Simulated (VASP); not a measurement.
# GaGe in VASP: notebook

The runs below take GaGe through single point, with PBE, PBE-based screened hybrid with 25 % exact exchange.

Program: VASP 6.6.1. These are calculated values, not measurements. Logs are shortened: lines on timing, memory, paths and dates and some standing lists are left out, and cuts for length are marked.

## (1) The cell of the first run

The typed cell holds 2 atoms: a = 4.098 Å, b = 4.098 Å, c = 4.098 Å, α = 60.00°, β = 60.00°, γ = 60.00°.

## (2) Single point, PBE (atoms moved at random)

INCAR

```
SYSTEM = GaGe
PREC = Accurate
ENCUT = 520
EDIFF = 1E-7
ISMEAR = -1
SIGMA = 0.05
LREAL = .FALSE.
LASPH = .TRUE.
NELM = 80
ALGO = Normal
ISIF = 2
LWAVE = .FALSE.
LCHARG = .FALSE.
GGA = PE
NBANDS = 20
```

KPOINTS

```
regular mesh
0
G
  8 8 8
  0 0 0
```

POSCAR

```
GaGe
1.0
    0.0000000000      2.8978440000      2.8978440000
    2.8978440000      0.0000000000      2.8978440000
    2.8978440000      2.8978440000      0.0000000000
Ge Ga
1 1
Direct
   -0.0072340000     -0.0102740000      0.0253490000
    0.2399690000      0.2466220000      0.2642740000
```

Potentials or basis: VASP PAW PBE potentials, release 64 (Ge_d, Ga_d).

Command:

```
> cat potpaw_PBE.64/Ge_d/POTCAR potpaw_PBE.64/Ga_d/POTCAR > POTCAR
> mpirun -np 1 vasp_std > vasp.out
```

OUTCAR:

```text
SYSTEM = GaGe
   PREC = Accurate
   ENCUT = 520
   EDIFF = 1E-7
   ISMEAR = -1
   LREAL = .FALSE.
   LASPH = .TRUE.
   NELM = 80
   ISIF = 2
   GGA = PE

 ion  position               nearest neighbor table
   1  0.993  0.990  0.025-   2 2.49   2 2.49   2 2.52   2 2.55
   2  0.240  0.247  0.264-   1 2.49   1 2.49   1 2.52   1 2.55

  LATTYP: Found a face centered cubic cell.
 ALAT       =     5.7956880000

  Lattice vectors:

 A1 = (   0.0000000000,   2.8978440000,   2.8978440000)
 A2 = (   2.8978440000,   0.0000000000,   2.8978440000)
 A3 = (   2.8978440000,   2.8978440000,   0.0000000000)

Analysis of symmetry for initial positions (statically):
=====================================================================
 Subroutine PRICEL returns:
 Original cell was already a primitive cell.

 Routine SETGRP: Setting up the symmetry group for a
 face centered cubic supercell.

 Subroutine GETGRP returns: Found  1 space group operations
 (whereof  1 operations were pure point group operations)
 out of a pool of 48 trial point group operations.

The static configuration has the point symmetry C_1 .

Analysis of symmetry for dynamics (positions and initial velocities):
=====================================================================
 Subroutine PRICEL returns:
 Original cell was already a primitive cell.

 Routine SETGRP: Setting up the symmetry group for a
 face centered cubic supercell.

 Subroutine GETGRP returns: Found  1 space group operations
 (whereof  1 operations were pure point group operations)
 out of a pool of 48 trial point group operations.

The dynamic configuration has the point symmetry C_1 .

 Subroutine INISYM returns: Found  1 space group operations
 (whereof  1 operations are pure point group operations),
 and found     1 'primitive' translations

----------------------------------------------------------------------------------------

                                     Primitive cell

  volume of cell :      48.6693

  direct lattice vectors                    reciprocal lattice vectors
     0.000000000  2.897844000  2.897844000    -0.172542069  0.172542069  0.172542069
     2.897844000  0.000000000  2.897844000     0.172542069 -0.172542069  0.172542069
     2.897844000  2.897844000  0.000000000     0.172542069  0.172542069 -0.172542069

  length of vectors
     4.098170286  4.098170286  4.098170286     0.298851630  0.298851630  0.298851630

  position of ions in fractional coordinates (direct lattice)
     0.992766000  0.989726000  0.025349000
     0.239969000  0.246622000  0.264274000

  ion indices of the primitive-cell ions
   primitive index   ion index
                 1           1
                 2           2

----------------------------------------------------------------------------------------

 KPOINTS: regular mesh

Automatic generation of k-mesh.
 Grid dimensions read from file:
 generate k-points for:    8    8    8

 Generating k-lattice:

  Cartesian coordinates                     Fractional coordinates (reciprocal lattice)
    -0.021567759  0.021567759  0.021567759     0.125000000  0.000000000  0.000000000
     0.021567759 -0.021567759  0.021567759     0.000000000  0.125000000  0.000000000
     0.021567759  0.021567759 -0.021567759     0.000000000  0.000000000  0.125000000

  Length of vectors
     0.037356454  0.037356454  0.037356454

  Shift w.r.t. Gamma in fractional coordinates (k-lattice)
     0.000000000  0.000000000  0.000000000

 Subroutine IBZKPT returns following result:
 ===========================================

 Found    260 irreducible k-points:

 Following reciprocal coordinates:
            Coordinates               Weight
  0.000000  0.000000  0.000000      1.000000
  0.125000  0.000000  0.000000      2.000000
  0.000000  0.125000  0.000000      2.000000
  0.000000  0.000000  0.125000      2.000000
  0.125000  0.125000  0.125000      2.000000
  0.250000  0.000000  0.000000      2.000000
[... 16 lines left out ...]
  0.125000  0.000000  0.250000      2.000000
  0.125000  0.125000 -0.125000      2.000000
 [... further k-points ...]
   k-points           NKPTS =    260   k-points in BZ     NKDIM =    260   number of bands    NBANDS=     20
   number of dos      NEDOS =    301   number of ions     NIONS =      2
   total plane-waves  NPLWV =  27000
   dimension x,y,z NGX =    30 NGY =   30 NGZ =   30
   dimension x,y,z NGXF=    60 NGYF=   60 NGZF=   60
   ions per type =               1   1
   NGX,Y,Z   is equivalent  to a cutoff of  12.17, 12.17, 12.17 a.u.
   NGXF,Y,Z  is equivalent  to a cutoff of  24.34, 24.34, 24.34 a.u.
 SYSTEM =  GaGe
   PREC   = accura    normal or accurate (medium, high low for compatibility)
   ISTART =      0    job   : 0-new  1-cont  2-samecut
   ICHARG =      2    charge: 1-file 2-atom 10-const
   ISPIN  =      1    spin polarized calculation?
   LNONCOLLINEAR =      F non collinear calculations
   LSORBIT =      F    spin-orbit coupling
   LASPH  =      T    aspherical Exc in radial PAW
   ENCUT  =  520.0 eV  38.22 Ry    6.18 a.u.   7.62  7.62  7.62*2*pi/ulx,y,z
   NELM   =     80;   NELMIN=  2; NELMDL= -5     # of ELM steps
   EDIFF  = 0.1E-06   stopping-criterion for ELM
   LREAL  =      F    real-space projection
   EDIFFG = 0.1E-05   stopping-criterion for IOM
   NSW    =      0    number of steps for IOM
   IBRION =     -1    ionic relax: 0-MD 1-quasi-New 2-CG
   NFREE  =      0    steps in history (QN), initial steepest desc. (CG)
   ISIF   =      2    stress and relaxation
   ISYM   =      2    0-nonsym 1-usesym 2-fastsym
   POTIM  = 0.5000    time-step for ionic-motion
   TEBEG  =    0.0;   TEEND  =   0.0 temperature during run
   PSTRESS=    0.0 pullay stress
   NELECT =      27.0000    total number of electrons
   NUPDOWN=      -1.0000    fix difference up-down
   EMIN   =  10.00;   EMAX   =-10.00  energy-range for DOS
   EFERMI =   0.00;   METHOD = LEGACY
   ISMEAR =    -1;   SIGMA  =   0.05  broadening in eV -4-tet -1-fermi 0-gaus
   EFERMI_NEDOS =   21; number of points for ismear=-14 and -15
   IALGO  =     38    algorithm
   IMIX   =      4    mixing-type and parameters
     AMIX     =   0.40;   BMIX     =  1.00
     AMIX_MAG =   1.60;   BMIX_MAG =  1.00
  volume/ion in A,a.u.               =      24.33       164.22
  Fermi-wavevector in a.u.,A,eV,Ry     =   1.345172  2.542006 24.619567  1.809487
  Thomas-Fermi vector in A             =   2.473106
   LORBIT       =      0    0 simple, 1 ext, 2 COOP (PROOUT), +10 PAW based schemes
   GGA     = PE    functional components
   LHFCALC =     F    Hartree Fock is set to
   AEXX    =    0.0000 exact exchange contribution
   IVDW    =     0    specifies the selected vdW correction
   LEPSILON=     F    determine dielectric tensor
   LRPA    =     F    only Hartree local field effects (RPA)
 non-spin polarized calculation
  energy-cutoff  :      520.00
  volume of cell :       48.67
 maximum number of plane-waves:      1363
   NGX = 15   NGY = 15   NGZ = 15

 number of electron      27.0000013 magnetization

 Free energy of the ion-electron system (eV)
  ---------------------------------------------------
  ext. energy  EPLUGINS =         0.00000000
  ---------------------------------------------------
  free energy    TOTEN  =        -7.09474714 eV

  energy without entropy =       -7.08660235  energy(sigma->0) =       -7.09067474

 E-fermi :   3.0643     XC(G=0):  -9.5541

 val. band max:        3.0624078533   @ k =   0.5000   0.5000   0.3750
 cond. band min:       3.0702831098   @ k =   0.0000   0.3750   0.1250
 fundamental gap:      0.0078752565
 Fermi energy:         3.0642887285

 k-point     1 :       0.0000    0.0000    0.0000
  band No.  band energies     occupation
      1     -20.8840      2.00000
      2     -20.8818      2.00000
      3     -20.8803      2.00000
      4     -20.8623      2.00000
      5     -20.8622      2.00000
      6     -11.2840      2.00000
[... 12 lines left out ...]
     19      10.7608      0.00000
     20      13.8234      0.00000

 k-point     2 :       0.1250    0.0000    0.0000
  band No.  band energies     occupation
      1     -20.8837      2.00000
      2     -20.8816      2.00000
      3     -20.8800      2.00000
      4     -20.8623      2.00000
      5     -20.8620      2.00000
      6     -11.2862      2.00000
[... 12 lines left out ...]
     19      11.7121      0.00000
     20      12.8694      0.00000

 k-point     3 :       0.0000    0.1250    0.0000
  band No.  band energies     occupation
      1     -20.8837      2.00000
      2     -20.8816      2.00000
      3     -20.8802      2.00000
      4     -20.8622      2.00000
      5     -20.8620      2.00000
      6     -11.2875      2.00000
[... 12 lines left out ...]
     19      11.7162      0.00000
     20      12.8445      0.00000

 k-point     4 :       0.0000    0.0000    0.1250
  band No.  band energies     occupation
      1     -20.8840      2.00000
      2     -20.8813      2.00000
      3     -20.8799      2.00000
      4     -20.8623      2.00000
      5     -20.8621      2.00000
      6     -11.2855      2.00000
[... 12 lines left out ...]
     19      11.7134      0.00000
     20      12.8872      0.00000

 k-point     5 :       0.1250    0.1250    0.1250
  band No.  band energies     occupation
      1     -20.8837      2.00000
      2     -20.8816      2.00000
      3     -20.8802      2.00000
      4     -20.8622      2.00000
      5     -20.8620      2.00000
      6     -11.2875      2.00000
[... 12 lines left out ...]
     19      11.7162      0.00000
     20      12.8442      0.00000
[... 353 lines left out ...]
      6     -11.2983      2.00000
[... 12 lines left out ...]
     19      11.6748      0.00000
     20      13.3041      0.00000

 k-point    22 :       0.0000    0.2500    0.1250
  band No.  band energies     occupation
      1     -20.8833      2.00000
      2     -20.8808      2.00000
      3     -20.8796      2.00000
      4     -20.8625      2.00000
      5     -20.8611      2.00000
      6     -11.2992      2.00000
[... 12 lines left out ...]
     19      11.6161      0.00000
     20      13.2652      0.00000

 k-point    23 :       0.1250    0.0000    0.2500
  band No.  band energies     occupation
      1     -20.8837      2.00000
      2     -20.8811      2.00000
      3     -20.8785      2.00000
      4     -20.8628      2.00000
      5     -20.8613      2.00000
      6     -11.2987      2.00000
[... 12 lines left out ...]
     19      11.6873      0.00000
     20      13.2610      0.00000

 k-point    24 :       0.1250    0.1250   -0.1250
  band No.  band energies     occupation
      1     -20.8840      2.00000
      2     -20.8800      2.00000
      3     -20.8791      2.00000
      4     -20.8626      2.00000
      5     -20.8615      2.00000
      6     -11.2983      2.00000
[... 12 lines left out ...]
     19      11.7052      0.00000
     20      13.2918      0.00000

 [... further k-points ...]

------------------------ aborting loop because EDIFF is reached ----------------------------------------

  FORCE on cell =-STRESS in cart. coord.  units (eV):
  Direction    XX          YY          ZZ          XY          YZ          ZX
  --------------------------------------------------------------------------------------
  -------------------------------------------------------------------------------------
  Total        0.1068919      0.0718019      0.1072093     -0.0892834      0.0915982      0.3284517
  in kB        3.5188461      2.3636945      3.5292940     -2.9391804      3.0153829     10.8125241
  external PRESSURE =       3.1372782 kB  Pullay stress =       0.0000000 kB

 VOLUME and BASIS-vectors are now :
 -----------------------------------------------------------------------------
  energy-cutoff  :      520.00
  volume of cell :       48.67
      direct lattice vectors                 reciprocal lattice vectors
     0.000000000  2.897844000  2.897844000    -0.172542069  0.172542069  0.172542069
     2.897844000  0.000000000  2.897844000     0.172542069 -0.172542069  0.172542069
     2.897844000  2.897844000  0.000000000     0.172542069  0.172542069 -0.172542069

 POSITION                                       TOTAL-FORCE (eV/Angst)
 -----------------------------------------------------------------------------------
      2.94153      2.95034      5.74495        -0.050554     -0.197279      0.049463
      1.48050      1.46122      1.41006         0.050554      0.197279     -0.049463
 -----------------------------------------------------------------------------------
    total drift:                                0.000823     -0.000599      0.000108

  FREE ENERGIE OF THE ION-ELECTRON SYSTEM (eV)
  ---------------------------------------------------
  free  energy   TOTEN  =        -7.0947471376 eV

  energy  without entropy=       -7.0866023453  energy(sigma->0) =       -7.09067474
```

It took 5.6 min on 1 thread of Intel Xeon 8259CL, shared host; peak memory 0.37 GiB.

Results:

```yaml
Free_energy: -7.0947 eV
Pressure: 0.3 GPa
Largest_force: 0.210 eV/Å
Band_gap_on_the_k_mesh: zero (an odd number of electrons rules out a gap without spin polarisation)
```

Forces in eV/Å, atoms in the order of the input:
```
Ge  -0.051 -0.197  0.049
Ga   0.051  0.197 -0.049
```

Levels at points of the mesh, in eV from the Fermi level:
```
           k point  band 10  band 11  band 12  band 13  band 14  band 15  band 16  band 17  band 18  band 19
(0.00, 0.00, 0.00)   -14.29   -10.53     1.56     1.67     1.84     2.07     4.25     4.38     4.48     7.70
(0.50, 0.00, 0.00)   -14.28    -8.59    -5.33     0.28     0.48     2.05     5.20     5.49     8.19    11.45
(0.00, 0.50, 0.00)   -14.28    -8.54    -5.44     0.31     0.48     2.11     5.25     5.50     8.22    11.38
(0.00, 0.00, 0.50)   -14.28    -8.62    -5.24     0.32     0.43     2.00     5.24     5.40     8.17    11.50
(0.50, 0.50, 0.50)   -14.28    -8.54    -5.44     0.31     0.48     2.11     5.25     5.50     8.22    11.38
(0.50, 0.50, 0.00)   -14.28    -7.52    -5.81    -1.26    -1.23     2.33     2.44    11.00    11.05    12.24
(0.00, 0.50, 0.50)   -14.28    -7.52    -5.81    -1.26    -1.23     2.33     2.44    11.00    11.05    12.24
(0.50, 0.00, 0.50)   -14.28    -7.52    -5.80    -1.29    -1.21     2.29     2.48    10.94    11.11    12.23
```

Caveat: the cell differs from its parent crystal (atoms moved at random).

## (3) Single point, PBE-based screened hybrid with 25 % exact exchange

This run uses another cell than the first one, of 23.65 Å³/atom.

POSCAR

```
GaGe
1.0
    0.0000000000      2.8705153446      2.8705153446
    2.8705153446      0.0000000000      2.8705153446
    2.8705153446      2.8705153446      0.0000000000
Ge Ga
1 1
Direct
    0.0000000000      0.0000000000      0.0000000000
    0.2500000000      0.2500000000      0.2500000000
```

INCAR.step1

```
SYSTEM = GaGe
ALGO = Normal
EDIFF = 1E-5
ENCUT = 520
GGA = PE
ISIF = 2
ISMEAR = -1
LASPH = .TRUE.
LREAL = .FALSE.
LWAVE = .TRUE.
NBANDS = 20
NELM = 60
PREC = Accurate
SIGMA = 0.05
```

INCAR.step2

```
SYSTEM = GaGe
AEXX = 0.25
ALGO = Normal
EDIFF = 1E-6
ENCUT = 520
GGA = PE
HFSCREEN = 0.3
ISIF = 2
ISMEAR = -1
ISTART = 1
LASPH = .TRUE.
LCHARG = .TRUE.
LELF = .TRUE.
LHFCALC = .TRUE.
LREAL = .FALSE.
LVHAR = .TRUE.
LWAVE = .FALSE.
NBANDS = 20
NELM = 60
PREC = Accurate
PRECFOCK = Normal
SIGMA = 0.05
```

KPOINTS

```
k-points
0
G
  4 4 4
  0 0 0
```

Potentials or basis: VASP PAW PBE potentials, release 64 (Ge_d, Ga_d).

Command:

```
> cat potpaw_PBE.64/Ge_d/POTCAR potpaw_PBE.64/Ga_d/POTCAR > POTCAR
> cp INCAR.step1 INCAR
> mpirun -np 1 vasp_std > vasp.out
> cp INCAR.step2 INCAR
> mpirun -np 1 vasp_std > vasp.out
```

OUTCAR:

```text
SYSTEM = GaGe
   AEXX = 0.25
   EDIFF = 1E-6
   ENCUT = 520
   GGA = PE
   HFSCREEN = 0.3
   ISIF = 2
   ISMEAR = -1
   ISTART = 1
   LASPH = .TRUE.
   LHFCALC = .TRUE.
   LREAL = .FALSE.
   NELM = 60
   PREC = Accurate
   PRECFOCK = Normal

 ion  position               nearest neighbor table
   1  0.000  0.000  0.000-   2 2.49   2 2.49   2 2.49   2 2.49
   2  0.250  0.250  0.250-   1 2.49   1 2.49   1 2.49   1 2.49

  LATTYP: Found a face centered cubic cell.
 ALAT       =     5.7410306892

[... 361 lines left out ...]
------------------------ aborting loop because EDIFF is reached ----------------------------------------

  FORCE on cell =-STRESS in cart. coord.  units (eV):
  Direction    XX          YY          ZZ          XY          YZ          ZX
  --------------------------------------------------------------------------------------
  -------------------------------------------------------------------------------------
  Total        0.0430945      0.0430945      0.0430945      0.0000000      0.0000000     -0.0000000
  in kB        1.4595613      1.4595613      1.4595613      0.0000000      0.0000000     -0.0000000
  external PRESSURE =       1.4595613 kB  Pullay stress =       0.0000000 kB

 VOLUME and BASIS-vectors are now :
 -----------------------------------------------------------------------------
  energy-cutoff  :      520.00
  volume of cell :       47.31
      direct lattice vectors                 reciprocal lattice vectors
     0.000000000  2.870515345  2.870515345    -0.174184751  0.174184751  0.174184751
     2.870515345  0.000000000  2.870515345     0.174184751 -0.174184751  0.174184751
     2.870515345  2.870515345  0.000000000     0.174184751  0.174184751 -0.174184751

 POSITION                                       TOTAL-FORCE (eV/Angst)
 -----------------------------------------------------------------------------------
      0.00000      0.00000      0.00000         0.000000      0.000000      0.000000
      1.43526      1.43526      1.43526        -0.000000     -0.000000     -0.000000
 -----------------------------------------------------------------------------------
    total drift:                               -0.000006     -0.000005     -0.000001

  FREE ENERGIE OF THE ION-ELECTRON SYSTEM (eV)
  ---------------------------------------------------
  free  energy   TOTEN  =        -7.9988172638 eV

  energy  without entropy=       -7.9819086435  energy(sigma->0) =       -7.99036295
```

Wall time 8.6 min (1 thread of Intel Xeon Platinum 8488C (Sapphire Rapids), shared host); peak memory 0.28 GiB.

Results:

```
Free energy            : -7.9988 eV
Pressure               : 0.1 GPa
Band gap on the k mesh : zero (an odd number of electrons rules out a gap without spin polarisation)
```

Caveat: the k points lie up to 0.47 Å⁻¹ apart, too coarse for converged energies and pressures of a metal; the PAW data sets were made with another functional, which shifts forces and pressure a little.
